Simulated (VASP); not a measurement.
Set up this calculation in VASP 6.6.1, as the native input.

| Item | Value |
| --- | --- |
| Task | relaxation of cell and atoms |
| Functional | PBE |
| Potentials or basis | VASP PAW PBE potentials, release 64 (Zn) |
| Cutoff | 600 eV |
| k mesh | 19 × 19 × 19 |
| Occupations | fermi-dirac, width 0.05 eV |
| Spin | no spin polarisation |
| Target pressure | 54 GPa |
| Dipole correction | no |
| Further INCAR settings | ALGO = Normal; EDIFF = 1e-07; IBRION = 2; EDIFFG = -0.005; NSW = 32; ISIF = 3 |

The structure of Zn lies in POSCAR:

```
Zn
1.0
    0.0000000000      1.7591294119      1.7591294119
    1.7591294119      0.0000000000      1.7591294119
    1.7591294119      1.7591294119      0.0000000000
Zn
1
Direct
    0.0000000000      0.0000000000      0.0000000000
```

One way to write it, as run:

INCAR

```
SYSTEM = Zn
ALGO     = Normal         ! electronic algorithm
EDIFF    = 1E-7           ! SCF threshold, eV
EDIFFG   = -0.005         ! ionic threshold
ENCUT    = 600            ! plane-wave cutoff, eV
GGA      = PE             ! functional
IBRION   = 2              ! ionic algorithm
ISIF     = 3              ! what is computed and relaxed
ISMEAR   = -1             ! smearing method
LASPH    = .True.         ! aspherical terms in the spheres
LCHARG   = .False.        ! write CHGCAR
LREAL    = .False.        ! projectors in reciprocal space
LWAVE    = .False.        ! write WAVECAR
NELM     = 60             ! most SCF steps
NSW      = 32             ! ionic steps
PREC     = Accurate       ! precision mode
PSTRESS  = 540.0        
SIGMA    = 0.05           ! smearing width, eV
```

KPOINTS

```
k-points
0
Gamma
  19 19 19
  0 0 0
```

Potentials or basis: VASP PAW PBE potentials, release 64 (Zn).

The run is started by

```console
$ cat potpaw_PBE.64/Zn/POTCAR > POTCAR
$ mpirun -np 1 vasp_std > vasp.out
```

Results of the run:

```json
{
 "Relaxed volume": "10.92 Å³/atom",
 "Relaxed cell": "a = 2.490 Å, b = 2.490 Å, c = 2.490 Å, α = 60.00°, β = 60.00°, γ = 60.00°",
 "Space group after relaxing (to 0.05 Å)": "Fm-3m (No. 225)",
 "Energy change on relaxing (the enthalpy is what falls)": "-11.3 meV/atom",
 "Ionic steps": "3",
 "Pressure after relaxing": "54.0 GPa",
 "Band gap on the k mesh": "zero (band 6 reaches 8.07 eV, above the bottom of band 7 at 5.26 eV)"
}
```

Caveat: the cell is relaxed towards a set pressure, so the enthalpy falls and the energy may rise.

It took 43 s on 1 thread of AMD EPYC 7R43 64-Core Processor (Zen 3), on a shared host, peak memory 0.12 GiB.
